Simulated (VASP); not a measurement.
Write the native input for VASP 6.6.1 that does the following.

```
Task                   : single point
Functional             : revPBE
Potentials or basis    : VASP PAW PBE potentials, release 64 (Ga_d, Zn, F)
Cutoff                 : 520 eV
k mesh                 : 4 × 4 × 4
Occupations            : fermi-dirac, width 0.0561 eV
Spin                   : no spin polarisation
Dipole correction      : no
Further INCAR settings : ALGO = Normal; EDIFF = 1e-06; NBANDS = 58
```

The structure of ZnGa3F6 lies in POSCAR:

```
ZnGa3F6
1.0
    0.0000000000      3.8135820000      3.8135820000
    3.8135820000      0.0000000000      3.8135820000
    3.8135820000      3.8135820000      0.0000000000
Ga Zn F
3 1 6
Direct
    0.2500000000      0.2500000000      0.2500000000
    0.7500000000      0.7500000000      0.7500000000
    0.0000000000      0.0000000000      0.0000000000
    0.5000000000      0.5000000000      0.5000000000
    0.7098000000      0.2902000000      0.2902000000
    0.2902000000      0.7098000000      0.2902000000
    0.2902000000      0.7098000000      0.7098000000
    0.7098000000      0.2902000000      0.7098000000
    0.2902000000      0.2902000000      0.7098000000
    0.7098000000      0.7098000000      0.2902000000
```

These files were run (other wordings do the same):

INCAR

```
SYSTEM = ZnGa3F6
PREC = Accurate ; ENCUT = 520
EDIFF = 1E-6 ; ISMEAR = -1
SIGMA = 0.0561 ; LREAL = .FALSE.
LASPH = .TRUE. ; NELM = 80
ALGO = Normal ; ISIF = 2
LWAVE = .FALSE. ; LCHARG = .FALSE.
GGA = RE ; NBANDS = 58
```

KPOINTS

```
Automatic mesh
0
G
  4 4 4
  0 0 0
```

Potentials or basis: VASP PAW PBE potentials, release 64 (Ga_d, Zn, F).

Command:

```console
$ cat potpaw_PBE.64/Ga_d/POTCAR potpaw_PBE.64/Zn/POTCAR potpaw_PBE.64/F/POTCAR > POTCAR
$ mpirun -np 1 vasp_std > vasp.out
```

Results of the run:

```
Pressure      : 76.2 GPa
Largest force : 12.844 eV/Å
```

Caveat: the PAW data sets were made with another functional, which shifts forces and pressure a little; an odd number of electrons without spin polarisation forces a metal; a magnetic or distorted state may lie lower.

Wall time 34 s on 1 thread of AMD EPYC 9R45 96-Core Processor (Zen 5), on a shared host, peak memory 0.22 GiB.
